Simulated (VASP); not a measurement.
Here is a VASP 6.6.1 calculation.

INCAR

```
SYSTEM = Pd
PREC = Accurate ; ENCUT = 520
EDIFF = 1E-6 ; ISMEAR = -1
SIGMA = 0.05 ; LREAL = .FALSE.
LASPH = .TRUE. ; NELM = 150
ALGO = Normal ; ISIF = 2
LWAVE = .FALSE. ; LCHARG = .TRUE.
ISPIN = 2 ; MAGMOM = 0.5
LORBIT = 11 ; LMAXMIX = 4
GGA = B5 ; ALDAX = 1.0
AGGAX = 1.0 ; AGGAC = 1.0
ALDAC = 0.0 ; LELF = .TRUE.
LVHAR = .TRUE. ; NBANDS = 15
```

Contents of KPOINTS:

```
regular mesh
0
G
  12 12 12
  0 0 0
```

File POSCAR:

```
Pd
1.0
    2.6690674600      0.0000000000      0.0000000000
    0.0000000000      2.6690674600      0.0000000000
    0.0000000000      0.0000000000      2.6690674600
Pd
1
Direct
    0.0000000000      0.0000000000      0.0000000000
```

Potentials or basis: VASP PAW PBE potentials, release 64 (Pd).

The run is started by

```sh
$ cat potpaw_PBE.64/Pd/POTCAR > POTCAR
$ mpirun -np 1 vasp_std > vasp.out
```

Q: Estimate the net moment.

A: 0.00 μB per cell.

Q: Predict the pressure.

A: 0.2 GPa.

Caveat: the PAW data sets were made with another functional, which shifts forces and pressure a little.
